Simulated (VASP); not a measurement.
**Fe: electric field gradients with LDA**

The system is Fe.

```
CELL_PARAMETERS angstrom
-1.44300 1.44300 1.44300
1.44300 -1.44300 1.44300
1.44300 1.44300 -1.44300
ATOMIC_POSITIONS crystal
Fe 0.00000 0.00000 0.00000
```

```yaml
Program: VASP 6.6.1
Task: electric field gradients
Functional: LDA
Potentials_or_basis: VASP PAW LDA potentials, release 64 (Fe)
Cutoff: 520 eV
k_mesh: 22 × 22 × 22
Occupations: gaussian, width 0.05 eV
Spin: collinear spin, ferromagnetic start
Starting_moments: "[2.18] μB"
Dipole_correction: no
Further_INCAR_settings: ALGO = Fast; EDIFF = 1e-08; NBANDS = 14
```

* Pressure: -26.2 GPa
* Net moment: 2.21 μB per cell
* Site moments: Fe +2.19 μB
* Largest electric field gradient by atom: zero within the noise of the run
* Valence electrons inside the program's atomic spheres: Fe 7.17

Levels at points of the mesh, in eV from the Fermi level:
Spin up:
| k point | band 3 | band 4 | band 5 | band 6 | band 7 | band 8 |
| --- | --- | --- | --- | --- | --- | --- |
| (0.00, 0.00, 0.00) | -2.16 | -2.16 | -0.92 | -0.92 | 24.34 | 24.34 |
| (0.50, 0.00, 0.00) | -0.90 | -0.75 | 0.35 | 0.46 | 6.87 | 17.79 |
| (0.50, 0.50, 0.50) | 0.10 | 0.10 | 0.10 | 9.42 | 9.42 | 9.42 |
Spin down:
```
           k point  band 1  band 2  band 3  band 4  band 5  band 6
(0.00, 0.00, 0.00)   -7.81   -0.34   -0.34   -0.34    1.38    1.38
(0.50, 0.00, 0.00)   -3.36   -1.51    0.81    1.29    1.60    2.44
(0.50, 0.50, 0.50)   -2.83   -2.83    2.16    2.16    2.16    9.88
```

It took 100 s on 1 thread of Intel(R) Xeon(R) Platinum 8375C CPU @ 2.90GHz (Ice Lake), on a shared host, peak memory 0.19 GiB.

Caveat: the cell stands under tension.
